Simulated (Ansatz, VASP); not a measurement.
**Two plane-wave programs on Sn**

File POSCAR:

```
Sn
1.0
    0.0000000000      3.2333428000      3.2333428000
    3.2333428000      0.0000000000      3.2333428000
    3.2333428000      3.2333428000      0.0000000000
Sn
2
Direct
    0.0000000000      0.0000000000      0.0000000000
    0.2500000000      0.2500000000      0.2500000000
```

File INCAR.step1:

```
PREC = Accurate
ENCUT = 600
ISMEAR = 0
SIGMA = 0.1
LREAL = F
LASPH = T
NELM = 100
GGA = PE
ALGO = Normal
EDIFF = 1E-4
LWAVE = T
LCHARG = F
```

Contents of INCAR.step2:

```
PREC = Accurate
ENCUT = 600
EDIFF = 1E-7
ISMEAR = 0
SIGMA = 0.1
LREAL = F
LASPH = T
NELM = 100
ALGO = Normal
ISIF = 3
LWAVE = F
LCHARG = F
METAGGA = R2SCAN
LMIXTAU = T
IBRION = 2
NSW = 90
EDIFFG = -0.02
ISTART = 1
```

KPOINTS

```
regular mesh
0
Gamma
  10 10 10
```

Input for Ansatz:

```yaml
crystal:
  lattice:
    - [0.0, 3.2333428, 3.2333428]
    - [3.2333428, 0.0, 3.2333428]
    - [3.2333428, 3.2333428, 0.0]
  atoms:
    - { symbol: Sn, position: [0.0, 0.0, 0.0] }
    - { symbol: Sn, position: [0.25, 0.25, 0.25] }
basis:
  ecutwfc: 500
kpoints:
  mp_grid: { grid: [10, 10, 10] }
hamiltonian:
  xc: r2scan
scf:
  occupations: { method: gaussian, width: 0.1 }
output:
  forces: true
  stress: true
  eigenvalues: true
  write_density: true
  write_potential: true
  elf: true
  volumetric_format: npy
relax:
  adjacent_minimum: "off"
  f_tol: 0.02
  max_steps: 70
  cell: { stress_tol: 0.1 }
```

Alike in both runs: task relaxation of cell and atoms; functional r2SCAN; k mesh 10 × 10 × 10; occupations gaussian, width 0.1 eV; no spin polarisation.

|  | VASP | Ansatz |
| --- | --- | --- |
| version | VASP 6.6.1 | Ansatz 0.2.0 |
| potentials or method | VASP PAW PBE potentials, release 64 (Sn_d), cutoff 600 eV | scalar-relativistic, plane waves, PAW |
| valence electrons in the cell | 28 | 28 |

VASP gave:

```
gap on the k mesh at the Fermi level, each at its own relaxed structure (eV) : none
relaxed volume (Å³/atom)                                                     : 35.38
relaxed length of the cell vector where the two differ most in proportion (Å)              : 4.643
```

Estimate Ansatz's values.

gap on the k mesh at the Fermi level, each at its own relaxed structure (eV): none; relaxed volume (Å³/atom): 35.39; relaxed length of the cell vector where the two differ most in proportion (Å): 4.643.

VASP's potentials were made for PBE, not for r2SCAN. A gap of «none» marks a metal or a gap that the smearing closes.
